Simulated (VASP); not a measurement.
# NaH (P6/mmm) in VASP: notebook

The runs below take NaH through single point, relaxation of cell and atoms, with PBE.

Program: VASP 6.6.1. These are calculated values, not measurements. Logs are shortened: lines on timing, memory, paths and dates and some standing lists are left out, and cuts for length are marked.

## (1) The cell of the first run

Symmetry: P6/mmm, No. 191, hexagonal system. The conventional cell has a = 2.715 Å, b = 2.715 Å, c = 4.635 Å, α = 90.00°, β = 90.00°, γ = 120.00°. Na (site symmetry 6/mmm) has 2 H at 2.32 Å and 6 Na at 2.71 Å within 3.1 Å. H (site symmetry 6/mmm) has 2 Na at 2.32 Å and 6 H at 2.71 Å within 3.1 Å.

The cell was built from a structure type or drawn by symmetry, and may not be a known phase.

## (2) Single point, PBE

INCAR

```
PREC = Accurate
ENCUT = 520
EDIFF = 1E-6
ISMEAR = 0
SIGMA = 0.1
LREAL = False
LASPH = True
NELM = 80
ALGO = Normal
ISIF = 2
LWAVE = False
LCHARG = True
GGA = PE
LELF = True
LVHAR = True
NBANDS = 11
```

KPOINTS

```
regular mesh
0
Gamma
  9 9 4
```

POSCAR

```
NaH
1.0
    2.7146067700      0.0000000000      0.0000000000
   -1.3573033800      2.3509184200      0.0000000000
    0.0000000000      0.0000000000      4.6346619200
Na H
1 1
Direct
    0.0000000000      0.0000000000      0.5000000000
    0.0000000000      0.0000000000      0.0000000000
```

Potentials or basis: VASP PAW PBE potentials, release 64 (Na_pv, H).

The run is started by

```bash
$ cat potpaw_PBE.64/Na_pv/POTCAR potpaw_PBE.64/H/POTCAR > POTCAR
$ mpirun -np 1 vasp_std > vasp.out
```

OUTCAR:

```text
PREC = Accurate
   ENCUT = 520
   EDIFF = 1E-6
   ISMEAR = 0
   LREAL = False
   LASPH = True
   NELM = 80
   ISIF = 2
   GGA = PE

 ion  position               nearest neighbor table
   1  0.000  0.000  0.500-
   2  0.000  0.000  0.000-

  LATTYP: Found a hexagonal cell.
 ALAT       =     2.7146067700
 C/A-ratio  =     1.7073050768

  Lattice vectors:

 A1 = (   2.7146067700,   0.0000000000,   0.0000000000)
 A2 = (  -1.3573033800,   2.3509184200,   0.0000000000)
 A3 = (   0.0000000000,   0.0000000000,   4.6346619200)

Analysis of symmetry for initial positions (statically):
=====================================================================
 Subroutine PRICEL returns:
 Original cell was already a primitive cell.

 Routine SETGRP: Setting up the symmetry group for a
 hexagonal supercell.

 Subroutine GETGRP returns: Found 24 space group operations
 (whereof 24 operations were pure point group operations)
 out of a pool of 24 trial point group operations.

The static configuration has the point symmetry D_6h.

Analysis of symmetry for dynamics (positions and initial velocities):
=====================================================================
 Subroutine PRICEL returns:
 Original cell was already a primitive cell.

 Routine SETGRP: Setting up the symmetry group for a
 hexagonal supercell.

 Subroutine GETGRP returns: Found 24 space group operations
 (whereof 24 operations were pure point group operations)
 out of a pool of 24 trial point group operations.

The dynamic configuration has the point symmetry D_6h.

 Subroutine INISYM returns: Found 24 space group operations
 (whereof 24 operations are pure point group operations),
 and found     1 'primitive' translations

----------------------------------------------------------------------------------------

                                     Primitive cell

  volume of cell :      29.5776

  direct lattice vectors                    reciprocal lattice vectors
     2.714606770  0.000000000  0.000000000     0.368377480  0.212682837  0.000000000
    -1.357303380  2.350918420  0.000000000     0.000000000  0.425365675  0.000000000
     0.000000000  0.000000000  4.634661920     0.000000000  0.000000000  0.215765468

  length of vectors
     2.714606770  2.714606764  4.634661920     0.425365674  0.425365675  0.215765468

  position of ions in fractional coordinates (direct lattice)
     0.000000000  0.000000000  0.500000000
     0.000000000  0.000000000  0.000000000

  ion indices of the primitive-cell ions
   primitive index   ion index
                 1           1
                 2           2

----------------------------------------------------------------------------------------

 KPOINTS: regular mesh

Automatic generation of k-mesh.
 Grid dimensions read from file:
 generate k-points for:    9    9    4

 Generating k-lattice:

  Cartesian coordinates                     Fractional coordinates (reciprocal lattice)
     0.040930831  0.023631426  0.000000000     0.111111111  0.000000000  0.000000000
     0.000000000  0.047262853  0.000000000     0.000000000  0.111111111  0.000000000
     0.000000000  0.000000000  0.053941367     0.000000000  0.000000000  0.250000000

  Length of vectors
     0.047262853  0.047262853  0.053941367

  Shift w.r.t. Gamma in fractional coordinates (k-lattice)
     0.000000000  0.000000000  0.000000000

 Subroutine IBZKPT returns following result:
 ===========================================

 Found     36 irreducible k-points:

 Following reciprocal coordinates:
            Coordinates               Weight
  0.000000  0.000000  0.000000      1.000000
  0.111111 -0.000000  0.000000      6.000000
  0.222222 -0.000000  0.000000      6.000000
  0.333333 -0.000000  0.000000      6.000000
  0.444444 -0.000000  0.000000      6.000000
  0.111111  0.111111  0.000000      6.000000
[... 16 lines left out ...]
  0.333333  0.222222  0.250000     24.000000
  0.333333  0.333333  0.250000      4.000000
 [... further k-points ...]
   k-points           NKPTS =     36   k-points in BZ     NKDIM =     36   number of bands    NBANDS=     11
   number of dos      NEDOS =    301   number of ions     NIONS =      2
   total plane-waves  NPLWV =  14400
   dimension x,y,z NGX =    20 NGY =   20 NGZ =   36
   dimension x,y,z NGXF=    40 NGYF=   40 NGZF=   72
   ions per type =               1   1
   NGX,Y,Z   is equivalent  to a cutoff of  12.25, 12.25, 12.91 a.u.
   NGXF,Y,Z  is equivalent  to a cutoff of  24.50, 24.50, 25.83 a.u.
 SYSTEM =  unknown system
   PREC   = accura    normal or accurate (medium, high low for compatibility)
   ISTART =      0    job   : 0-new  1-cont  2-samecut
   ICHARG =      2    charge: 1-file 2-atom 10-const
   ISPIN  =      1    spin polarized calculation?
   LNONCOLLINEAR =      F non collinear calculations
   LSORBIT =      F    spin-orbit coupling
   LASPH  =      T    aspherical Exc in radial PAW
   ENCUT  =  520.0 eV  38.22 Ry    6.18 a.u.   5.05  5.05  8.62*2*pi/ulx,y,z
   NELM   =     80;   NELMIN=  2; NELMDL= -5     # of ELM steps
   EDIFF  = 0.1E-05   stopping-criterion for ELM
   LREAL  =      F    real-space projection
   EDIFFG = 0.1E-04   stopping-criterion for IOM
   NSW    =      0    number of steps for IOM
   IBRION =     -1    ionic relax: 0-MD 1-quasi-New 2-CG
   NFREE  =      0    steps in history (QN), initial steepest desc. (CG)
   ISIF   =      2    stress and relaxation
   ISYM   =      2    0-nonsym 1-usesym 2-fastsym
   POTIM  = 0.5000    time-step for ionic-motion
   TEBEG  =    0.0;   TEEND  =   0.0 temperature during run
   PSTRESS=    0.0 pullay stress
   NELECT =       8.0000    total number of electrons
   NUPDOWN=      -1.0000    fix difference up-down
   EMIN   =  10.00;   EMAX   =-10.00  energy-range for DOS
   EFERMI =   0.00;   METHOD = LEGACY
   ISMEAR =     0;   SIGMA  =   0.10  broadening in eV -4-tet -1-fermi 0-gaus
   EFERMI_NEDOS =   21; number of points for ismear=-14 and -15
   IALGO  =     38    algorithm
   IMIX   =      4    mixing-type and parameters
     AMIX     =   0.40;   BMIX     =  1.00
     AMIX_MAG =   1.60;   BMIX_MAG =  1.00
  volume/ion in A,a.u.               =      14.79        99.80
  Fermi-wavevector in a.u.,A,eV,Ry     =   1.058727  2.000704 15.250809  1.120903
  Thomas-Fermi vector in A             =   2.194047
   LORBIT       =      0    0 simple, 1 ext, 2 COOP (PROOUT), +10 PAW based schemes
   GGA     = PE    functional components
   LHFCALC =     F    Hartree Fock is set to
   AEXX    =    0.0000 exact exchange contribution
   IVDW    =     0    specifies the selected vdW correction
   LEPSILON=     F    determine dielectric tensor
   LRPA    =     F    only Hartree local field effects (RPA)
 non-spin polarized calculation
 Gauss-broadening in eV      SIGMA  =   0.10
  energy-cutoff  :      520.00
  volume of cell :       29.58
 maximum number of plane-waves:       825
   NGX = 11   NGY = 11   NGZ = 17

 number of electron       7.9999996 magnetization

 Free energy of the ion-electron system (eV)
  ---------------------------------------------------
  ext. energy  EPLUGINS =         0.00000000
  ---------------------------------------------------
  free energy    TOTEN  =        -2.74919597 eV

  energy without entropy =       -2.74195041  energy(sigma->0) =       -2.74557319

 E-fermi :   0.6305     XC(G=0):  -7.8155

 val. band max:        0.6211972295   @ k =   0.3333   0.2222   0.2500
 cond. band min:       0.6814501739   @ k =   0.4444   0.1111   0.5000
 fundamental gap:      0.0602529445
 Fermi energy:         0.6305229145

 k-point     1 :       0.0000    0.0000    0.0000
  band No.  band energies     occupation
      1     -24.9413      2.00000
      2     -24.9413      2.00000
      3     -24.9153      2.00000
      4      -4.4153      2.00000
      5       1.5617      0.00000
      6       3.7049      0.00000
      7      17.2803      0.00000
      8      19.4381      0.00000
      9      19.4381      0.00000
     10      21.3769      0.00000
     11      21.8076      0.00000

 k-point     2 :       0.1111   -0.0000    0.0000
  band No.  band energies     occupation
      1     -24.9999      2.00000
      2     -24.9534      2.00000
      3     -24.9055      2.00000
      4      -4.0964      2.00000
      5       1.8532      0.00000
      6       3.9886      0.00000
      7      15.8519      0.00000
      8      16.7382      0.00000
      9      18.9411      0.00000
     10      20.1433      0.00000
     11      22.1174      0.00000

 k-point     3 :       0.2222   -0.0000    0.0000
  band No.  band energies     occupation
      1     -25.1458      2.00000
      2     -24.9841      2.00000
      3     -24.8806      2.00000
      4      -3.1683      2.00000
      5       2.6470      0.00000
      6       4.8436      0.00000
      7      11.9588      0.00000
      8      14.6674      0.00000
      9      18.0153      0.00000
     10      18.2724      0.00000
     11      19.7125      0.00000

 k-point     4 :       0.3333   -0.0000    0.0000
  band No.  band energies     occupation
      1     -25.3074      2.00000
      2     -25.0188      2.00000
      3     -24.8523      2.00000
      4      -1.7327      2.00000
      5       3.5800      0.00000
      6       6.2778      0.00000
      7       8.7494      0.00000
      8      12.4929      0.00000
      9      14.4246      0.00000
     10      17.2310      0.00000
     11      19.5497      0.00000

 k-point     5 :       0.4444   -0.0000    0.0000
  band No.  band energies     occupation
      1     -25.4106      2.00000
      2     -25.0414      2.00000
      3     -24.8338      2.00000
      4      -0.1637      2.00000
      5       3.5408      0.00000
      6       7.3845      0.00000
      7       8.2520      0.00000
      8      10.8408      0.00000
      9      11.2036      0.00000
     10      16.8024      0.00000
     11      18.9304      0.00000
[... 211 lines left out ...]
 k-point    21 :       0.4444    0.1111    0.2500
  band No.  band energies     occupation
      1     -25.4051      2.00000
      2     -25.0811      2.00000
      3     -24.8301      2.00000
      4       0.5001      1.93492
      5       3.8503      0.00000
      6       6.4346      0.00000
      7       7.2380      0.00000
      8      11.2941      0.00000
      9      13.7006      0.00000
     10      15.1546      0.00000
     11      15.6793      0.00000

 k-point    22 :       0.2222    0.2222    0.2500
  band No.  band energies     occupation
      1     -25.3132      2.00000
      2     -25.0996      2.00000
      3     -24.8411      2.00000
      4      -0.6758      2.00000
      5       3.1573      0.00000
      6       7.5089      0.00000
      7       8.6657      0.00000
      8      12.0980      0.00000
      9      13.0233      0.00000
     10      13.6386      0.00000
     11      18.6269      0.00000

 k-point    23 :       0.3333    0.2222    0.2500
  band No.  band energies     occupation
      1     -25.3472      2.00000
      2     -25.1627      2.00000
      3     -24.8269      2.00000
      4       0.6212      1.10492
      5       4.2776      0.00000
      6       6.6485      0.00000
      7       7.8586      0.00000
      8      10.5469      0.00000
      9      12.4277      0.00000
     10      13.7406      0.00000
     11      16.1139      0.00000

 k-point    24 :       0.3333    0.3333    0.2500
  band No.  band energies     occupation
      1     -25.2720      2.00000
      2     -25.2720      2.00000
      3     -24.8220      2.00000
      4       1.1399      0.00000
      5       5.4276      0.00000
      6       5.4276      0.00000
      7       9.1498      0.00000
      8       9.1498      0.00000
      9      10.7979      0.00000
     10      15.5520      0.00000
     11      15.5520      0.00000

 [... further k-points ...]

------------------------ aborting loop because EDIFF is reached ----------------------------------------

  FORCE on cell =-STRESS in cart. coord.  units (eV):
  Direction    XX          YY          ZZ          XY          YZ          ZX
  --------------------------------------------------------------------------------------
  -------------------------------------------------------------------------------------
  Total        3.1100380      3.1100380     -3.4092652      0.0000000      0.0000000     -0.0000000
  in kB      168.4665676    168.4665670   -184.6753040      0.0000004      0.0000000     -0.0000000
  external PRESSURE =      50.7526102 kB  Pullay stress =       0.0000000 kB

 VOLUME and BASIS-vectors are now :
 -----------------------------------------------------------------------------
  energy-cutoff  :      520.00
  volume of cell :       29.58
      direct lattice vectors                 reciprocal lattice vectors
     2.714606770  0.000000000  0.000000000     0.368377480  0.212682837  0.000000000
    -1.357303380  2.350918420  0.000000000     0.000000000  0.425365675  0.000000000
     0.000000000  0.000000000  4.634661920     0.000000000  0.000000000  0.215765468

 POSITION                                       TOTAL-FORCE (eV/Angst)
 -----------------------------------------------------------------------------------
      0.00000      0.00000      2.31733         0.000000      0.000000      0.000000
      0.00000      0.00000      0.00000        -0.000000      0.000000      0.000000
 -----------------------------------------------------------------------------------
    total drift:                               -0.000000      0.000000      0.000000

  FREE ENERGIE OF THE ION-ELECTRON SYSTEM (eV)
  ---------------------------------------------------
  free  energy   TOTEN  =        -2.7491959723 eV

  energy  without entropy=       -2.7419504106  energy(sigma->0) =       -2.74557319
```

It took 9.9 s on 1 thread of Intel Xeon 8259CL, shared host; peak memory 0.14 GiB.

Results:

```
Free energy            : -2.7492 eV
Pressure               : 5.1 GPa
Band gap on the k mesh : zero (bands 4 and 5 overlap by 2.90 eV)
```

Stress tensor (GPa, compression positive):
```
 16.85   0.00   0.00
  0.00  16.85   0.00
  0.00   0.00 -18.47
```

Levels at points of the mesh, in eV from the Fermi level:
```csv
k point,band 1,band 2,band 3,band 4,band 5,band 6,band 7,band 8,band 9
"(0.00, 0.00, 0.00)",-25.57,-25.57,-25.55,-5.05,0.93,3.07,16.65,18.81,18.81
"(0.00, 0.00, 0.50)",-25.57,-25.57,-25.55,-4.01,-2.28,8.83,10.42,19.03,19.03
```

Caveat: the cell stands under pressure.

## (3) Single point, PBE

This run uses another cell than the first one, of 38.43 Å³/atom.

INCAR

```
SYSTEM = NaH
PREC = Accurate
ENCUT = 520
EDIFF = 1E-6
ISMEAR = 0
SIGMA = 0.1
LREAL = .False.
LASPH = .True.
NELM = 60
ALGO = Normal
ISIF = 2
LWAVE = .False.
LCHARG = .False.
GGA = PE
NBANDS = 11
```

KPOINTS

```
Automatic mesh
0
Gamma
  9 9 4
  0 0 0
```

POSCAR

```
NaH
1.0
    4.7174062724     -0.0000000050      0.0000000000
   -2.3587031318      4.0853936744      0.0000000000
    0.0000000000      0.0000000000      3.9878497144
Na H
1 1
Direct
    0.0000000000      0.0000000000      0.5000000000
    0.0000000000      0.0000000000      0.0000000000
```

Potentials or basis: VASP PAW PBE potentials, release 64 (Na_pv, H).

The run is started by

```bash
$ cat potpaw_PBE.64/Na_pv/POTCAR potpaw_PBE.64/H/POTCAR > POTCAR
$ mpirun -np 1 vasp_std > vasp.out
```

Wall time 30 s (1 thread of Intel Xeon 8259CL, shared host); peak memory 0.19 GiB.

Results (log left out):

```yaml
Free_energy: -4.3919 eV
Pressure: 0.2 GPa
Band_gap_on_the_k_mesh: 2.93 eV (least direct gap 3.37 eV)
```

Stress tensor (GPa, compression positive):
```
0.23 0.00 0.00
0.00 0.23 0.00
0.00 0.00 0.10
```

Levels at points of the mesh, in eV from the valence-band top:
```csv
k point,band 1,band 2,band 3,band 4,band 5,band 6,band 7,band 8,band 9
"(0.00, 0.00, 0.00)",-22.85,-22.85,-22.65,-1.45,4.31,8.43,8.43,9.51,9.69
"(0.00, 0.00, 0.50)",-22.85,-22.85,-22.67,-0.44,2.93,7.33,10.23,10.23,10.85
```

Caveat: an odd mesh through Γ misses points on the zone boundary, where band edges can lie.

(Continued in part 2 of 2.)
